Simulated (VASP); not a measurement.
# SrAl2O2 (I4/mmm) in VASP: a series of runs, part 3 of 3

VASP 6.6.1.

### Step 5. Relaxation of cell and atoms, PBE

This run uses another cell than the first one, of 19.11 Å³/atom.

File INCAR:

```
SYSTEM = SrAl2O2
PREC = Accurate
ENCUT = 600
EDIFF = 1E-7
ISMEAR = 0
SIGMA = 0.1
LREAL = .False.
LASPH = .True.
NELM = 100
ALGO = Fast
ISIF = 3
LWAVE = .False.
LCHARG = .False.
GGA = PE
IBRION = 2
NSW = 100
EDIFFG = -0.01
```

File KPOINTS:

```
Automatic mesh
0
Gamma
  14 14 14
  0 0 0
```

File POSCAR:

```
SrAl2O2
1.0
   -1.9776515531      1.9776515531      6.1076591548
    1.9776515531     -1.9776515531      6.1076591548
    1.9776515531      1.9776515531     -6.1076591548
Sr Al O
1 2 2
Direct
    0.0000000000      0.0000000000      0.0000000000
    0.7500000000      0.2500000000      0.5000000000
    0.2500000000      0.7500000000      0.5000000000
    0.2421147303      0.2421147303      0.0000000000
    0.7578852697      0.7578852697      0.0000000000
```

Potentials or basis: VASP PAW PBE potentials, release 64 (Sr_sv, Al, O).

On the command line:

```sh
$ cat potpaw_PBE.64/Sr_sv/POTCAR potpaw_PBE.64/Al/POTCAR potpaw_PBE.64/O/POTCAR > POTCAR
$ mpirun -np 1 vasp_std > vasp.out
```

OUTCAR:

```text
SYSTEM = SrAl2O2
   PREC = Accurate
   ENCUT = 600
   EDIFF = 1E-7
   ISMEAR = 0
   LREAL = .False.
   LASPH = .True.
   NELM = 100
   ISIF = 3
   GGA = PE
   IBRION = 2
   NSW = 100
   EDIFFG = -0.01

 ion  position               nearest neighbor table
   1  0.000  0.000  0.000-   4 2.96   5 2.96   2 3.64   3 3.64   2 3.64   3 3.64   2 3.64   3 3.64
                             2 3.64   3 3.64
   2  0.750  0.250  0.500-   5 1.98   4 1.98   5 1.98   4 1.98   3 2.80   3 2.80   3 2.80   3 2.80
                             1 3.64   1 3.64   1 3.64   1 3.64
   3  0.250  0.750  0.500-   5 1.98   4 1.98   5 1.98   4 1.98   2 2.80   2 2.80   2 2.80   2 2.80
                             1 3.64   1 3.64   1 3.64   1 3.64
   4  0.242  0.242  0.000-   2 1.98   3 1.98   2 1.98   3 1.98   1 2.96
   5  0.758  0.758  0.000-   2 1.98   3 1.98   2 1.98   3 1.98   1 2.96

  LATTYP: Found a body centered tetragonal cell.
 ALAT       =     3.9553031062
 C/A-ratio  =     3.0883393716

  Lattice vectors:

 A1 = (  -1.9776515531,   1.9776515531,   6.1076591548)
 A2 = (   1.9776515531,  -1.9776515531,   6.1076591548)
 A3 = (   1.9776515531,   1.9776515531,  -6.1076591548)

Analysis of symmetry for initial positions (statically):
=====================================================================
 Subroutine PRICEL returns:
 Original cell was already a primitive cell.

 Routine SETGRP: Setting up the symmetry group for a
 body centered tetragonal supercell.

 Subroutine GETGRP returns: Found 16 space group operations
 (whereof 16 operations were pure point group operations)
 out of a pool of 16 trial point group operations.

The static configuration has the point symmetry D_4h.

Analysis of symmetry for dynamics (positions and initial velocities):
=====================================================================
 Subroutine PRICEL returns:
 Original cell was already a primitive cell.

 Routine SETGRP: Setting up the symmetry group for a
 body centered tetragonal supercell.
[... 135 lines left out ...]
   LORBIT       =      0    0 simple, 1 ext, 2 COOP (PROOUT), +10 PAW based schemes
   GGA     = PE    functional components
   LHFCALC =     F    Hartree Fock is set to
   AEXX    =    0.0000 exact exchange contribution
   IVDW    =     0    specifies the selected vdW correction
   LEPSILON=     F    determine dielectric tensor
   LRPA    =     F    only Hartree local field effects (RPA)
 conjugate gradient relaxation of ions
 non-spin polarized calculation
 RMM-DIIS sequential band-by-band and
 Gauss-broadening in eV      SIGMA  =   0.10
  energy-cutoff  :      600.00
  volume of cell :       95.55
 maximum number of plane-waves:      3221
 NGX is ok and might be reduce to    54
   NGX = 27   NGY = 27   NGZ = 27

--------------------------------------- Ionic step        1  -------------------------------------------

 number of electron      28.0000000 magnetization

 Free energy of the ion-electron system (eV)
  ---------------------------------------------------
  ext. energy  EPLUGINS =         0.00000000
  ---------------------------------------------------
  free energy    TOTEN  =       -24.82275666 eV

  energy without entropy =      -24.79653104  energy(sigma->0) =      -24.80964385

------------------------ aborting loop because EDIFF is reached ----------------------------------------

  FORCE on cell =-STRESS in cart. coord.  units (eV):
  Direction    XX          YY          ZZ          XY          YZ          ZX
  --------------------------------------------------------------------------------------
  -------------------------------------------------------------------------------------
  Total        0.0238320      0.0238320      0.1645786      0.0000000     -0.0000000      0.0000000
  in kB        0.3996109      0.3996109      2.7596219      0.0000000     -0.0000000      0.0000000
  external PRESSURE =       1.1862813 kB  Pullay stress =       0.0000000 kB
[... 104 lines left out ...]
--------------------------------------- Ionic step        4  -------------------------------------------

 number of electron      27.9999999 magnetization

 Free energy of the ion-electron system (eV)
  ---------------------------------------------------
  ext. energy  EPLUGINS =         0.00000000
  ---------------------------------------------------
  free energy    TOTEN  =       -24.82338995 eV

  energy without entropy =      -24.79725773  energy(sigma->0) =      -24.81032384

 E-fermi :   4.8274     XC(G=0):  -9.0676

 val. band max:        4.8246012429   @ k =  -0.0714  -0.2143   0.0714
 cond. band min:       4.8279228337   @ k =  -0.2857   0.3571   0.2143
 fundamental gap:      0.0033215908
 Fermi energy:         4.8273956114

 k-point     1 :       0.0000    0.0000    0.0000
  band No.  band energies     occupation
      1     -31.0659      2.00000
      2     -17.3699      2.00000
      3     -15.8986      2.00000
      4     -13.0875      2.00000
      5     -12.9890      2.00000
      6     -12.9890      2.00000
[... 481 lines left out ...]
      5     -13.0573      2.00000
      6     -13.0203      2.00000
[... 10 lines left out ...]
     17       7.0154      0.00000
     18       8.0874      0.00000

 [... further k-points ...]
[... 5 lines left out ...]
  --------------------------------------------------------------------------------------
  -------------------------------------------------------------------------------------
  Total       -0.0374604     -0.0374604      0.0351939      0.0000000      0.0000000      0.0000000
  in kB       -0.6251805     -0.6251805      0.5873550      0.0000000      0.0000000      0.0000000
  external PRESSURE =      -0.2210020 kB  Pullay stress =       0.0000000 kB
[... 20 lines left out ...]
  FREE ENERGIE OF THE ION-ELECTRON SYSTEM (eV)
  ---------------------------------------------------
  free  energy   TOTEN  =       -24.8233899520 eV

  energy  without entropy=      -24.7972577340  energy(sigma->0) =      -24.81032384

 reached required accuracy - stopping structural energy minimisation
```

CONTCAR:

```text
SrAl2O2
   1.00000000000000
    -1.9770394494408239    1.9770394494408239    6.1402632409193041
     1.9770394494408239   -1.9770394494408239    6.1402632409193041
     1.9770394494408239    1.9770394494408239   -6.1402632409193041
  Sr              Al              O
     1     2     2
Direct
     0.0000000000000000    0.0000000000000000    0.0000000000000000
     0.7500000000000000    0.2500000000000000    0.5000000000000000
     0.2500000000000000    0.7500000000000000    0.5000000000000000
     0.2418309479290778    0.2418309479290778    1.0000000000000000
     0.7581690520709222    0.7581690520709222    0.0000000000000000

  0.00000000E+00  0.00000000E+00  0.00000000E+00
  0.00000000E+00  0.00000000E+00  0.00000000E+00
  0.00000000E+00  0.00000000E+00  0.00000000E+00
  0.00000000E+00  0.00000000E+00  0.00000000E+00
  0.00000000E+00  0.00000000E+00  0.00000000E+00
```

Wall time 1.8 h (1 thread of Oxide Virtual Turin-like, shared host); peak memory 0.81 GiB.

What came out:

```
Free energy                           : -24.8234 eV
Relaxed volume                        : 19.20 Å³/atom
Relaxed cell                          : a = 6.747 Å, b = 6.747 Å, c = 6.747 Å, α = 145.92°, β = 145.92°, γ = 48.96°
Space group after relaxing (to 0.1 Å) : I4/mmm (No. 139)
Energy gained by relaxing             : 0.1 meV/atom
Ionic steps                           : 4
Pressure after relaxing               : 0.0 GPa
Largest force after relaxing          : 0.007 eV/Å
Band gap on the k mesh                : zero (bands 14 and 15 overlap by 1.15 eV)
```

Forces in eV/Å, atoms in the order of the input:
```
Sr   0.000  0.000  0.000
Al   0.000  0.000  0.000
Al   0.000  0.000  0.000
O    0.000  0.000 -0.007
O    0.000  0.000  0.007
```

Stress tensor (GPa, compression positive):
```
-0.06  0.00  0.00
 0.00 -0.06  0.00
 0.00  0.00  0.06
```

The path:
| step | energy change (eV) | largest force (eV/Å) | pressure (GPa) | volume (Å³) |
| --- | --- | --- | --- | --- |
| 1 | 0.0000 | 0.0196 | 0.12 | 95.55 |
| 2 | -0.0003 | 0.0161 | 0.04 | 95.75 |
| 3 | -0.0004 | 0.0110 | -0.09 | 96.03 |
| 4 | -0.0006 | 0.0068 | -0.02 | 96.00 |

Final structure:
```cif
data_structure
_symmetry_space_group_name_H-M 'P 1'
_symmetry_Int_Tables_number 1
_cell_length_a 6.7469
_cell_length_b 6.7469
_cell_length_c 6.7469
_cell_angle_alpha 145.921
_cell_angle_beta 145.921
_cell_angle_gamma 48.964
_cell_volume 96.00
loop_
_atom_site_label
_atom_site_type_symbol
_atom_site_fract_x
_atom_site_fract_y
_atom_site_fract_z
_atom_site_occupancy
Sr1 Sr 0.00000 0.00000 0.00000 1
Al1 Al 0.75000 0.25000 0.50000 1
Al2 Al 0.25000 0.75000 0.50000 1
O1 O 0.24183 0.24183 0.00000 1
O2 O 0.75817 0.75817 0.00000 1
```

Levels at points of the mesh, in eV from the Fermi level:
```
           k point  band 12  band 13  band 14  band 15  band 16  band 17
(0.00, 0.00, 0.00)    -5.26    -3.75    -0.14     0.25     0.90     1.22
(0.50, 0.00, 0.00)    -6.17    -0.75    -0.16    -0.15     0.89     2.74
(0.50, 0.50, 0.00)    -5.95    -0.61     0.01     0.32     0.79     1.47
(0.50, 0.50, 0.50)    -5.14    -2.73    -1.60    -0.62     2.44     3.01
```

### Step 6. Overview

| task | cell | k mesh | cutoff (eV) | gap on the mesh (eV) | pressure (GPa) | largest force (eV/Å) |
| --- | --- | --- | --- | --- | --- | --- |
| single point | a = 5.478 Å, angles 139.5, 139.5, 58.6°, 5 atoms, atomic positions A | 6 × 6 × 6 | 520 | none | 17.3 | 0.51 |
| single point | a = 6.718 Å, angles 145.8, 145.8, 49.2°, 5 atoms, atomic positions B | 6 × 6 × 6 | 520 | none | 0.0 | - |
| single point | a = 6.770 Å, angles 146.1, 146.1, 48.8°, 5 atoms, atomic positions C | 14 × 14 × 14 | 520 | none | 0.0 | - |
| relaxation of cell and atoms | relaxed from a = 6.718 Å, angles 145.8, 145.8, 49.2°, 5 atoms, atomic positions B | 14 × 14 × 14 | 600 | none | 0.0 | 0.01 |

Alike in all rows: level PBE; potentials or basis VASP PAW PBE potentials, release 64 (Sr_sv, Al, O); no spin polarisation; smearing gaussian 0.1 eV.

Caveats: the stress differs along the axes, from 11 to 31 GPa (at least some runs).

Absolute energies hang on the potentials; compare differences alone.

The gap in the log of VASP goes by the Fermi energy; the results here count the filled bands.